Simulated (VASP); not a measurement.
# Pt: single point with PBEsol

The system is Pt.

```
Pt
1.0
     2.71531   -0.00227    0.00000
    -1.35962    2.35039    0.00000
     0.00000    0.00000    4.66217
Pt
2
Cartesian
  1.3570 0.7820 3.4966
  -0.0013 1.5662 1.1655
```

This isn't the form of Pt at room conditions, which is fcc.

```
Program             : VASP 6.6.1
Task                : single point
Functional          : PBEsol
Potentials or basis : VASP PAW PBE potentials, release 64 (Pt)
Cutoff              : 520 eV
k mesh              : 12 × 12 × 6, shifted
Occupations         : methfessel-paxton, width 0.1 eV
Spin                : no spin polarisation
```

```yaml
Pressure: 4.6 GPa
Largest_force: 0.005 eV/Å
Band_gap_on_the_k_mesh: zero (bands 10 and 11 overlap by 1.20 eV)
```

Forces in eV/Å, atoms in the order of the input:
```
Pt  -0.004  0.002  0.000
Pt   0.004 -0.002  0.000
```

Stress tensor (GPa, compression positive):
```
4.63 0.02 0.00
0.02 4.65 0.00
0.00 0.00 4.45
```

Levels at points of the mesh, in eV from the Fermi level:
```
           k point  band 7  band 8  band 9  band 10  band 11  band 12  band 13  band 14
(0.04, 0.04, 0.08)   -3.24   -2.29   -2.17    -1.91    -0.22     0.75     5.60    15.01
```

Run time: 2.1 min on 1 thread of Intel(R) Xeon(R) Platinum 8488C (Sapphire Rapids), with other jobs on the host, peak memory 0.29 GiB.

Caveat: the cell stands under pressure; the PAW data sets were made with another functional, which shifts forces and pressure a little; spin-orbit coupling is left out, which moves the levels of the heavy elements.
